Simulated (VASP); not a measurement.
The system is TiSi.

```
Ti Si
1.0
     1.81618   -2.11762    0.00000
     1.81618    2.11762    0.00000
     0.00000    0.00000    3.80393
Ti Si
1 1
Direct
  0.50000 0.50000 0.00000
  0.00000 0.00000 0.50000
```

Base run:

- Program: VASP 6.6.1
- Functional: r2SCAN
- Potentials or basis: VASP PAW PBE potentials, release 64 (Ti_sv, Si)
- Cutoff: 520 eV
- k mesh: 8 × 8 × 6
- Occupations: gaussian, width 0.1 eV
- Spin: no spin polarisation

Its results: band gap on the k mesh zero (bands 8 and 9 overlap by 1.55 eV); pressure -1.2 GPa.

Problem. The run is repeated on the same cell with these changes: k mesh from 8 × 8 × 6 to 4 × 4 × 4. What comes out?

Solution. Band gap on the k mesh zero (bands 8 and 9 overlap by 1.54 eV); pressure -1.9 GPa.

Caveats: some runs use coarse meshes; the PAW data sets were made with another functional, which shifts forces and pressure a little.
